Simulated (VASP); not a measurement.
Wanted: the native input for a VASP 6.6.1 run.

* Task: single point
* Functional: r2SCAN
* Potentials or basis: VASP PAW PBE potentials, release 64 (C_h)
* Cutoff: 910 eV
* k mesh: 12 × 12 × 12
* Occupations: gaussian, width 0.05 eV
* Spin: no spin polarisation
* Dipole correction: no
* Second run: hard_potentials
* Further INCAR settings: ALGO = Normal; EDIFF = 1e-06; NBANDS = 11

Crystal: C.

```
CELL_PARAMETERS angstrom
0.00000 1.78340 1.78340
1.78340 0.00000 1.78340
1.78340 1.78340 0.00000
ATOMIC_POSITIONS crystal
C 0.50000 0.50000 0.50000
C 0.75000 0.75000 0.75000
```

The input as run:

POSCAR

```
C
1.0
    0.0000000000      1.7834000000      1.7834000000
    1.7834000000      0.0000000000      1.7834000000
    1.7834000000      1.7834000000      0.0000000000
C
2
Direct
    0.5000000000      0.5000000000      0.5000000000
    0.7500000000      0.7500000000      0.7500000000
```

INCAR.step1

```
SYSTEM = C
PREC = Accurate
ENCUT = 910
ISMEAR = 0
SIGMA = 0.05
LREAL = .False.
LASPH = .True.
NELM = 120
NBANDS = 11
GGA = PE
ALGO = Normal
EDIFF = 1E-5
LWAVE = .True.
LCHARG = .False.
GGA_COMPAT = .False.
```

INCAR.step2

```
SYSTEM = C
PREC = Accurate
ENCUT = 910
EDIFF = 1E-6
ISMEAR = 0
SIGMA = 0.05
LREAL = .False.
LASPH = .True.
NELM = 120
ALGO = Normal
ISIF = 2
LWAVE = .False.
LCHARG = .False.
METAGGA = R2SCAN
LMIXTAU = .True.
NBANDS = 11
ISTART = 1
GGA_COMPAT = .False.
```

KPOINTS

```
regular mesh
0
Gamma
  12 12 12
  0 0 0
```

Potentials or basis: VASP PAW PBE potentials, release 64 (C_h).

Launch:

```console
$ cat potpaw_PBE.64/C_h/POTCAR > POTCAR
$ cp INCAR.step1 INCAR
$ mpirun -np 1 vasp_std > vasp.out
$ cp INCAR.step2 INCAR
$ mpirun -np 1 vasp_std > vasp.out
```

Results of the run:

* Pressure: -3.3 GPa
* Band gap on the k mesh: 4.37 eV, indirect (least direct gap 5.88 eV)

Caveat: the cutoff is under 1.25 times the usual one of these potentials, so pressure, stress and relaxed cells hold a basis-set (Pulay) error; the PAW data sets were made with another functional, which shifts forces and pressure a little.

It used 110 s of CPU time on 1 thread of AMD EPYC 7R13 Processor (Zen 3), on a shared host.
